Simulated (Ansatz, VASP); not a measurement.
## One calculation of Rb, two programs

The input INCAR:

```
SYSTEM = Rb
PREC = Accurate
ENCUT = 520
EDIFF = 1E-6
ISMEAR = 0
SIGMA = 0.15
LREAL = .False.
LASPH = .True.
NELM = 80
ALGO = Fast
ISIF = 2
LWAVE = .False.
LCHARG = .True.
GGA = PE
IVDW = 12
LELF = .True.
LVHAR = .True.
NBANDS = 16
```

KPOINTS

```
Automatic mesh
0
Gamma
  10 10 6
  0 0 0
```

The input POSCAR:

```
Rb
1.0
    2.2884576830     -4.3297492603      0.0000000000
    2.2884576830      4.3297492603      0.0000000000
    0.0000000000      0.0000000000      8.4852222573
Rb
2
Direct
    0.8359965595      0.1640034405      0.7500000000
    0.1640034405      0.8359965595      0.2500000000
```

Input for Ansatz:

```yaml
crystal:
  lattice:
    - [2.288457683, -4.3297492603, 0.0]
    - [2.288457683, 4.3297492603, 0.0]
    - [0.0, 0.0, 8.4852222573]
  atoms:
    - { symbol: Rb, position: [0.8359965595, 0.1640034405, 0.75] }
    - { symbol: Rb, position: [0.1640034405, 0.8359965595, 0.25] }
basis:
  ecutwfc: 420
kpoints:
  mp_grid: { grid: [10, 10, 6] }
hamiltonian:
  xc: pbe
  dispersion: d3bj
scf:
  occupations: { method: gaussian, width: 0.15 }
output:
  forces: true
  stress: true
  eigenvalues: true
```

Change from the starting cell: normal strain along x -0.0750, normal strain along z +0.0550.

Alike in both runs: task single point; functional PBE; dispersion D3(BJ); k mesh 10 × 10 × 6; occupations gaussian, width 0.15 eV; no spin polarisation.

```csv
,VASP,Ansatz
version,VASP 6.6.1,Ansatz 0.2.0
potentials or method,"VASP PAW PBE potentials, release 64 (Rb_sv), cutoff 520 eV","scalar-relativistic, plane waves, PAW"
valence electrons in the cell,18,18
```

|  | VASP | Ansatz | Ansatz less VASP |
| --- | --- | --- | --- |
| gap on the k mesh at the Fermi level (eV) | none | none | - |
| pressure (GPa) | 0.1 | 0.1 | 0.00 |
| traceless stress, the component that is largest in VASP (GPa) | 0.30 | 0.30 | 0.000 |
| rms of the force components (eV/Å) | 0.007 | 0.008 | +0.0001 |

Atom by atom the forces differ by 0.000 eV/Å (rms over components). A gap of «none» marks a metal or a gap that the smearing closes.
